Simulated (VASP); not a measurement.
A run of VASP 6.6.1:

Contents of INCAR:

```
  ALGO = Normal
  EDIFF = 1E-8
  ENCUT = 520
  GGA = PS
  ISIF = 2
  ISMEAR = -1
  LASPH = True
  LCHARG = False
  LEFG = True
  LREAL = False
  LWAVE = False
  NBANDS = 28
  NELM = 60
  PREC = Accurate
  SIGMA = 0.05
```

File KPOINTS:

```
k-points
0
Gamma
  8 8 8
```

File POSCAR:

```
BaTiO3
1.0
    3.9973363099      0.0000000000      0.0000000000
    0.0000000000      2.8464754845      2.8552545545
    0.0000000000     -2.8464754845      2.8552545545
Ba Ti O
1 1 3
Direct
    0.0000000000      0.0000000000      0.0000000000
    0.5000000000      0.5079000000      0.5079000000
    0.0000000000      0.4921000000      0.4921000000
    0.5000000000      0.5025100000      0.9937100000
    0.5000000000      0.9937100000      0.5025100000
```

Potentials or basis: VASP PAW PBE potentials, release 64 (Ba_sv, Ti_sv, O).

The run is started by

```console
$ cat potpaw_PBE.64/Ba_sv/POTCAR potpaw_PBE.64/Ti_sv/POTCAR potpaw_PBE.64/O/POTCAR > POTCAR
$ mpirun -np 1 vasp_std > vasp.out
```

Hardware: 1 thread of Intel(R) Xeon(R) 6975P-C (Granite Rapids), with other jobs on the host.

Task: How long does it take, and how much memory?

Result: It took 110 s on 1 thread of Intel(R) Xeon(R) 6975P-C (Granite Rapids), on a shared host, peak memory 0.31 GiB. Counts: scf iterations 18, k points 105.
